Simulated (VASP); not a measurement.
# In (P6_3/mmc) in VASP: notebook

The runs below take In through single point, with revPBE.

All numbers are computed with VASP 6.6.1; they aren't measurements. Logs are shortened: lines on timing, memory, paths and dates and some standing lists are left out, and cuts for length are marked.

### 1 The cell of the first run

Symmetry: P6_3/mmc, No. 194, hexagonal system. Conventional cell: a = 3.433 Å, b = 3.433 Å, c = 11.149 Å, α = 90.00°, β = 90.00°, γ = 120.00°. In (site symmetry -3m) has 12 In at 3.42 to 3.43 Å within 4.5 Å. Within 4.5 Å of In (site symmetry -6m2) lie 12 In at 3.42 to 3.43 Å.

This isn't the form of In at room conditions, which is tetragonal.

### 2 Single point, revPBE

The input, INCAR:

```
  PREC = Accurate
  ENCUT = 520
  EDIFF = 1E-6
  ISMEAR = -1
  SIGMA = 0.1
  LREAL = False
  LASPH = True
  NELM = 80
  ALGO = Normal
  ISIF = 2
  LWAVE = False
  LCHARG = False
  GGA = RE
  NBANDS = 34
```

The input, KPOINTS:

```
Automatic mesh
0
Gamma
  11 11 3
```

The input, POSCAR:

```
In
1.0
    3.4325988066      0.0000000000      0.0000000000
   -1.7162994033      2.9727177675      0.0000000000
    0.0000000000      0.0000000000     11.1493578123
In
4
Direct
    0.0000000000      0.0000000000      0.0000000000
    0.0000000000      0.0000000000      0.5000000000
    0.3333333333      0.6666666667      0.2500000000
    0.6666666667      0.3333333333      0.7500000000
```

Potentials or basis: VASP PAW PBE potentials, release 64 (In_d).

Run with:

```bash
cat potpaw_PBE.64/In_d/POTCAR > POTCAR
mpirun -np 1 vasp_std > vasp.out
```

OUTCAR:

```text
PREC = Accurate
   ENCUT = 520
   EDIFF = 1E-6
   ISMEAR = -1
   LREAL = False
   LASPH = True
   NELM = 80
   ISIF = 2
   GGA = RE

 ion  position               nearest neighbor table
   1  0.000  0.000  0.000-   3 3.42   4 3.42   3 3.42   4 3.42   4 3.42   3 3.42
   2  0.000  0.000  0.500-   3 3.42   4 3.42   3 3.42   4 3.42   4 3.42   3 3.42
   3  0.333  0.667  0.250-   1 3.42   2 3.42   1 3.42   2 3.42   1 3.42   2 3.42
   4  0.667  0.333  0.750-   1 3.42   2 3.42   1 3.42   2 3.42   1 3.42   2 3.42

  LATTYP: Found a hexagonal cell.
 ALAT       =     3.4325988066
 C/A-ratio  =     3.2480806644

  Lattice vectors:

 A1 = (   3.4325988066,   0.0000000000,   0.0000000000)
 A2 = (  -1.7162994033,   2.9727177675,   0.0000000000)
 A3 = (   0.0000000000,   0.0000000000,  11.1493578123)

Analysis of symmetry for initial positions (statically):
=====================================================================
 Subroutine PRICEL returns:
 Original cell was already a primitive cell.

 Routine SETGRP: Setting up the symmetry group for a
 hexagonal supercell.

 Subroutine GETGRP returns: Found 24 space group operations
 (whereof 12 operations were pure point group operations)
 out of a pool of 24 trial point group operations.

The static configuration has the point symmetry D_3d.
 The point group associated with its full space group is D_6h.

Analysis of symmetry for dynamics (positions and initial velocities):
=====================================================================
 Subroutine PRICEL returns:
 Original cell was already a primitive cell.

 Routine SETGRP: Setting up the symmetry group for a
 hexagonal supercell.

 Subroutine GETGRP returns: Found 24 space group operations
 (whereof 12 operations were pure point group operations)
 out of a pool of 24 trial point group operations.

The dynamic configuration has the point symmetry D_3d.
 The point group associated with its full space group is D_6h.

 Subroutine INISYM returns: Found 24 space group operations
 (whereof 12 operations are pure point group operations),
 and found     1 'primitive' translations

----------------------------------------------------------------------------------------

                                     Primitive cell

  volume of cell :     113.7697

  direct lattice vectors                    reciprocal lattice vectors
     3.432598807  0.000000000  0.000000000     0.291324462  0.168196256  0.000000000
    -1.716299403  2.972717767  0.000000000     0.000000000  0.336392513  0.000000000
     0.000000000  0.000000000 11.149357812     0.000000000  0.000000000  0.089691264

  length of vectors
     3.432598807  3.432598807 11.149357812     0.336392513  0.336392513  0.089691264

  position of ions in fractional coordinates (direct lattice)
     0.000000000  0.000000000  0.000000000
     0.000000000  0.000000000  0.500000000
     0.333333333  0.666666667  0.250000000
     0.666666667  0.333333333  0.750000000

  ion indices of the primitive-cell ions
   primitive index   ion index
                 1           1
                 2           2
                 3           3
                 4           4

----------------------------------------------------------------------------------------

 KPOINTS: Automatic mesh

Automatic generation of k-mesh.
 Grid dimensions read from file:
 generate k-points for:   11   11    3

 Generating k-lattice:

  Cartesian coordinates                     Fractional coordinates (reciprocal lattice)
     0.026484042  0.015290569  0.000000000     0.090909091  0.000000000  0.000000000
     0.000000000  0.030581138  0.000000000     0.000000000  0.090909091  0.000000000
     0.000000000  0.000000000  0.029897088     0.000000000  0.000000000  0.333333333

  Length of vectors
     0.030581138  0.030581138  0.029897088

  Shift w.r.t. Gamma in fractional coordinates (k-lattice)
     0.000000000  0.000000000  0.000000000

 Subroutine IBZKPT returns following result:
 ===========================================

 Found     32 irreducible k-points:

 Following reciprocal coordinates:
            Coordinates               Weight
  0.000000  0.000000  0.000000      1.000000
  0.090909  0.000000  0.000000      6.000000
  0.181818 -0.000000  0.000000      6.000000
  0.272727  0.000000  0.000000      6.000000
  0.363636 -0.000000  0.000000      6.000000
  0.454545 -0.000000  0.000000      6.000000
[... 16 lines left out ...]
  0.090909  0.090909  0.333333     12.000000
  0.181818  0.090909  0.333333     24.000000
 [... further k-points ...]
   k-points           NKPTS =     32   k-points in BZ     NKDIM =     32   number of bands    NBANDS=     34
   number of dos      NEDOS =    301   number of ions     NIONS =      4
   total plane-waves  NPLWV =  65856
   dimension x,y,z NGX =    28 NGY =   28 NGZ =   84
   dimension x,y,z NGXF=    56 NGYF=   56 NGZF=  168
   ions per type =               4
   NGX,Y,Z   is equivalent  to a cutoff of  13.56, 13.56, 12.53 a.u.
   NGXF,Y,Z  is equivalent  to a cutoff of  27.12, 27.12, 25.05 a.u.
 SYSTEM =  unknown system
   PREC   = accura    normal or accurate (medium, high low for compatibility)
   ISTART =      0    job   : 0-new  1-cont  2-samecut
   ICHARG =      2    charge: 1-file 2-atom 10-const
   ISPIN  =      1    spin polarized calculation?
   LNONCOLLINEAR =      F non collinear calculations
   LSORBIT =      F    spin-orbit coupling
   LASPH  =      T    aspherical Exc in radial PAW
   ENCUT  =  520.0 eV  38.22 Ry    6.18 a.u.   6.38  6.38 20.73*2*pi/ulx,y,z
   NELM   =     80;   NELMIN=  2; NELMDL= -5     # of ELM steps
   EDIFF  = 0.1E-05   stopping-criterion for ELM
   LREAL  =      F    real-space projection
   EDIFFG = 0.1E-04   stopping-criterion for IOM
   NSW    =      0    number of steps for IOM
   IBRION =     -1    ionic relax: 0-MD 1-quasi-New 2-CG
   NFREE  =      0    steps in history (QN), initial steepest desc. (CG)
   ISIF   =      2    stress and relaxation
   ISYM   =      2    0-nonsym 1-usesym 2-fastsym
   POTIM  = 0.5000    time-step for ionic-motion
   TEBEG  =    0.0;   TEEND  =   0.0 temperature during run
   PSTRESS=    0.0 pullay stress
   NELECT =      52.0000    total number of electrons
   NUPDOWN=      -1.0000    fix difference up-down
   EMIN   =  10.00;   EMAX   =-10.00  energy-range for DOS
   EFERMI =   0.00;   METHOD = LEGACY
   ISMEAR =    -1;   SIGMA  =   0.10  broadening in eV -4-tet -1-fermi 0-gaus
   EFERMI_NEDOS =   21; number of points for ismear=-14 and -15
   IALGO  =     38    algorithm
   IMIX   =      4    mixing-type and parameters
     AMIX     =   0.40;   BMIX     =  1.00
     AMIX_MAG =   1.60;   BMIX_MAG =  1.00
  volume/ion in A,a.u.               =      28.44       191.94
  Fermi-wavevector in a.u.,A,eV,Ry     =   1.261054  2.383047 21.636769  1.590258
  Thomas-Fermi vector in A             =   2.394533
   LORBIT       =      0    0 simple, 1 ext, 2 COOP (PROOUT), +10 PAW based schemes
   GGA     = RE    functional components
   LHFCALC =     F    Hartree Fock is set to
   AEXX    =    0.0000 exact exchange contribution
   IVDW    =     0    specifies the selected vdW correction
   LEPSILON=     F    determine dielectric tensor
   LRPA    =     F    only Hartree local field effects (RPA)
 non-spin polarized calculation
  energy-cutoff  :      520.00
  volume of cell :      113.77
 maximum number of plane-waves:      3089
 NGX is ok and might be reduce to    28
   NGX = 13   NGY = 13   NGZ = 41

 number of electron      52.0000025 magnetization

 Free energy of the ion-electron system (eV)
  ---------------------------------------------------
  ext. energy  EPLUGINS =         0.00000000
  ---------------------------------------------------
  free energy    TOTEN  =        -9.08206545 eV

  energy without entropy =       -9.02082921  energy(sigma->0) =       -9.05144733

 E-fermi :   6.6982     XC(G=0):  -9.7923

 val. band max:        6.6970294211   @ k =   0.3636  -0.0000   0.0000
 cond. band min:       6.7101969371   @ k =   0.3636   0.2727   0.0000
 fundamental gap:      0.0131675160
 Fermi energy:         6.6982030457

 k-point     1 :       0.0000    0.0000    0.0000
  band No.  band energies     occupation
      1      -7.9338      2.00000
      2      -7.9113      2.00000
      3      -7.8961      2.00000
      4      -7.8938      2.00000
      5      -7.8938      2.00000
      6      -7.8867      2.00000
[... 26 lines left out ...]
     33      15.4017      0.00000
     34      16.3692      0.00000

 k-point     2 :       0.0909    0.0000    0.0000
  band No.  band energies     occupation
      1      -7.9274      2.00000
      2      -7.9094      2.00000
      3      -7.9055      2.00000
      4      -7.8937      2.00000
      5      -7.8856      2.00000
      6      -7.8799      2.00000
[... 26 lines left out ...]
     33      14.8738      0.00000
     34      15.4680      0.00000

 k-point     3 :       0.1818   -0.0000    0.0000
  band No.  band energies     occupation
      1      -7.9489      2.00000
      2      -7.9254      2.00000
      3      -7.9186      2.00000
      4      -7.8836      2.00000
      5      -7.8811      2.00000
      6      -7.8547      2.00000
[... 26 lines left out ...]
     33      13.9099      0.00000
     34      13.9407      0.00000

 k-point     4 :       0.2727    0.0000    0.0000
  band No.  band energies     occupation
      1      -7.9879      2.00000
      2      -7.9504      2.00000
      3      -7.9391      2.00000
      4      -7.9044      2.00000
      5      -7.8916      2.00000
      6      -7.8614      2.00000
[... 26 lines left out ...]
     33      13.0094      0.00000
     34      13.0193      0.00000

 k-point     5 :       0.3636   -0.0000    0.0000
  band No.  band energies     occupation
      1      -8.0225      2.00000
      2      -7.9763      2.00000
      3      -7.9555      2.00000
      4      -7.9407      2.00000
      5      -7.9176      2.00000
      6      -7.8822      2.00000
[... 621 lines left out ...]
 k-point    22 :       0.4545   -0.0000    0.3333
  band No.  band energies     occupation
      1      -8.0327      2.00000
      2      -8.0087      2.00000
      3      -7.9607      2.00000
      4      -7.9426      2.00000
      5      -7.9263      2.00000
      6      -7.9095      2.00000
[... 26 lines left out ...]
     33      11.3630      0.00000
     34      12.4579      0.00000

 k-point    23 :       0.0909    0.0909    0.3333
  band No.  band energies     occupation
      1      -7.9187      2.00000
      2      -7.9184      2.00000
      3      -7.9126      2.00000
      4      -7.9099      2.00000
      5      -7.8792      2.00000
      6      -7.8611      2.00000
[... 26 lines left out ...]
     33      14.0049      0.00000
     34      14.6090      0.00000

 k-point    24 :       0.1818    0.0909    0.3333
  band No.  band energies     occupation
      1      -7.9503      2.00000
      2      -7.9400      2.00000
      3      -7.9117      2.00000
      4      -7.8990      2.00000
      5      -7.8801      2.00000
      6      -7.8612      2.00000
[... 26 lines left out ...]
     33      12.7944      0.00000
     34      13.4008      0.00000

 [... further k-points ...]
[... 5 lines left out ...]
  --------------------------------------------------------------------------------------
  -------------------------------------------------------------------------------------
  Total       -0.0157215     -0.0157215     -0.0514411      0.0000000     -0.0000000      0.0000000
  in kB       -0.2214002     -0.2214002     -0.7244258      0.0000000     -0.0000000      0.0000000
  external PRESSURE =      -0.3890754 kB  Pullay stress =       0.0000000 kB

 VOLUME and BASIS-vectors are now :
 -----------------------------------------------------------------------------
  energy-cutoff  :      520.00
  volume of cell :      113.77
      direct lattice vectors                 reciprocal lattice vectors
     3.432598807  0.000000000  0.000000000     0.291324462  0.168196256  0.000000000
    -1.716299403  2.972717767  0.000000000     0.000000000  0.336392513  0.000000000
     0.000000000  0.000000000 11.149357812     0.000000000  0.000000000  0.089691264

 POSITION                                       TOTAL-FORCE (eV/Angst)
 -----------------------------------------------------------------------------------
      0.00000      0.00000      0.00000         0.000000      0.000000      0.000000
      0.00000      0.00000      5.57468         0.000000      0.000000      0.000000
     -0.00000      1.98181      2.78734         0.000000      0.000000     -0.000000
      1.71630      0.99091      8.36202        -0.000000      0.000000      0.000000
 -----------------------------------------------------------------------------------
    total drift:                                0.000000     -0.000000      0.000000

  FREE ENERGIE OF THE ION-ELECTRON SYSTEM (eV)
  ---------------------------------------------------
  free  energy   TOTEN  =        -9.0820654514 eV

  energy  without entropy=       -9.0208292141  energy(sigma->0) =       -9.05144733
```

It took 75 s on 1 thread of AMD EPYC 9R45 (Zen 5), shared host; peak memory 0.25 GiB.

What came out:

```yaml
Free_energy: -9.0821 eV
Pressure: 0.0 GPa
Band_gap_on_the_k_mesh: zero (bands 26 and 27 overlap by 4.42 eV)
```

Caveat: the PAW data sets were made with another functional, which shifts forces and pressure a little; spin-orbit coupling is left out, which moves the levels of the heavy elements.

### 3 Single point, revPBE (25.03 Å³/atom)

This run uses another cell than the first one, of 25.03 Å³/atom.

The input, INCAR:

```
SYSTEM = In
PREC     = Accurate       ! precision mode
ENCUT    = 520            ! plane-wave cutoff, eV
EDIFF    = 1E-6           ! SCF threshold, eV
ISMEAR   = -1             ! smearing method
SIGMA    = 0.1            ! smearing width, eV
LREAL    = .FALSE.        ! projectors in reciprocal space
LASPH    = .TRUE.         ! aspherical terms in the spheres
NELM     = 60             ! most SCF steps
ALGO     = Normal         ! electronic algorithm
ISIF     = 2              ! what is computed and relaxed
LWAVE    = .FALSE.        ! write WAVECAR
LCHARG   = .TRUE.         ! write CHGCAR
GGA      = RE             ! functional
LELF     = .TRUE.         ! ELF
LVHAR    = .TRUE.       
NBANDS   = 34             ! bands
```

The input, KPOINTS:

```
Automatic mesh
0
G
  12 12 4
  0 0 0
```

The input, POSCAR:

```
In
1.0
    3.2894044167      0.0000000000      0.0000000000
   -1.6447022083      2.8487077882      0.0000000000
    0.0000000000      0.0000000000     10.6842508830
In
4
Direct
    0.0000000000      0.0000000000      0.0000000000
    0.0000000000      0.0000000000      0.5000000000
    0.3333333333      0.6666666667      0.2500000000
    0.6666666667      0.3333333333      0.7500000000
```

Potentials or basis: VASP PAW PBE potentials, release 64 (In_d).

Run with:

```bash
cat potpaw_PBE.64/In_d/POTCAR > POTCAR
mpirun -np 1 vasp_std > vasp.out
```

Wall time 99 s (1 thread of AMD EPYC 9R45 (Zen 5), shared host); peak memory 0.25 GiB.

It converged, with:

```
Free energy            : -8.8505 eV
Pressure               : 5.6 GPa
Band gap on the k mesh : zero (bands 26 and 27 overlap by 4.95 eV)
```

Stress tensor (GPa, compression positive):
```
5.54 0.00 0.00
0.00 5.54 0.00
0.00 0.00 5.68
```

Levels at points of the mesh, in eV from the Fermi level:
| k point | band 23 | band 24 | band 25 | band 26 | band 27 | band 28 | band 29 | band 30 |
| --- | --- | --- | --- | --- | --- | --- | --- | --- |
| (0.00, 0.00, 0.00) | -8.39 | -4.26 | -3.57 | 3.33 | 3.34 | 8.64 | 8.64 | 9.54 |
| (0.50, 0.00, 0.00) | -3.50 | -3.23 | -3.02 | -2.99 | 0.45 | 0.47 | 1.37 | 2.35 |
| (0.00, 0.00, 0.50) | -6.55 | -6.55 | -0.59 | -0.59 | 7.74 | 7.74 | 8.91 | 8.91 |
| (0.50, 0.00, 0.50) | -4.06 | -4.06 | -1.64 | -1.64 | -1.18 | -1.18 | 3.64 | 3.64 |

Caveat: the cell stands under pressure; the PAW data sets were made with another functional, which shifts forces and pressure a little; spin-orbit coupling is left out, which moves the levels of the heavy elements.

The gap in the log of VASP goes by the Fermi energy; the results here count the filled bands.